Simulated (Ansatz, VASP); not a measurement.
WS2 in VASP and in Ansatz

The input INCAR:

```
SYSTEM = WS2
PREC = Accurate
ENCUT = 520
EDIFF = 1E-6
ISMEAR = 0
SIGMA = 0.02
LREAL = .FALSE.
LASPH = .TRUE.
NELM = 100
ALGO = Normal
ISIF = 2
LWAVE = .FALSE.
LCHARG = .FALSE.
GGA = PS
NBANDS = 49
```

The input KPOINTS:

```
Automatic mesh
0
G
  12 12 2
  0 0 0
```

The input POSCAR:

```
WS2
1.0
    3.0528602337      0.0000000000      0.0000000000
   -1.5264301169      2.6438545166      0.0000000000
    0.0000000000      0.0000000000     19.5268642879
W S
3 6
Direct
    0.6666666667      0.3333333333      0.3326619168
    0.3333333333      0.6666666667      0.6659952502
    0.0000000000      0.0000000000      0.9993285835
    0.3333333333      0.6666666667      0.2505789477
    0.6666666667      0.3333333333      0.0813924688
    0.0000000000      0.0000000000      0.5839122810
    0.3333333333      0.6666666667      0.4147258022
    0.6666666667      0.3333333333      0.9172456144
    0.0000000000      0.0000000000      0.7480591355
```

Input for Ansatz:

```yaml
crystal:
  lattice:
    - [3.0528602337, 0.0, 0.0]
    - [-1.5264301169, 2.6438545166, 0.0]
    - [0.0, 0.0, 19.5268642879]
  atoms:
    - { symbol: W, position: [0.6666666667, 0.3333333333, 0.3326619168] }
    - { symbol: W, position: [0.3333333333, 0.6666666667, 0.6659952502] }
    - { symbol: W, position: [0.0, 0.0, 0.9993285835] }
    - { symbol: S, position: [0.3333333333, 0.6666666667, 0.2505789477] }
    - { symbol: S, position: [0.6666666667, 0.3333333333, 0.0813924688] }
    - { symbol: S, position: [0.0, 0.0, 0.583912281] }
    - { symbol: S, position: [0.3333333333, 0.6666666667, 0.4147258022] }
    - { symbol: S, position: [0.6666666667, 0.3333333333, 0.9172456144] }
    - { symbol: S, position: [0.0, 0.0, 0.7480591355] }
basis:
  ecutwfc: 420
kpoints:
  mp_grid: { grid: [12, 12, 2] }
  band_path: { path: [VBM, CBM], npoints: 2 }
hamiltonian:
  xc: pbesol
scf:
  occupations: { method: gaussian, width: 0.02 }
output:
  forces: true
  stress: true
  eigenvalues: true
checkpoint:
  read: start.run
  write: ck
  compress: false
  write_wavefunctions: false
  write_every: 100000
```

Alike in both runs: task single point; functional PBEsol; k mesh 12 × 12 × 2; occupations gaussian, width 0.02 eV; no spin polarisation.

|  | VASP | Ansatz |
| --- | --- | --- |
| version | VASP 6.6.1 | Ansatz 0.2.0 |
| potentials or method | VASP PAW PBE potentials, release 64 (W_sv, S), cutoff 520 eV | scalar-relativistic, plane waves, PAW |
| valence electrons in the cell | 78 | 78 |

|  | VASP | Ansatz | Ansatz less VASP |
| --- | --- | --- | --- |
| gap on the k mesh at the Fermi level (eV) | 1.35 | 1.34 | -0.014 |
| least direct gap on the mesh (eV) | 2.36 | 2.36 | -0.007 |
| pressure (GPa) | 6.6 | 6.4 | -0.15 |
| traceless stress, the component that is largest in VASP (GPa) | -6.42 | -6.43 | -0.001 |
| rms of the force components (eV/Å) | 0.011 | 0.000 | -0.0109 |

VASP's potentials were made for PBE, not for PBEsol. Atom by atom the forces differ by 0.011 eV/Å (rms over components).

Spin-orbit coupling is off throughout.
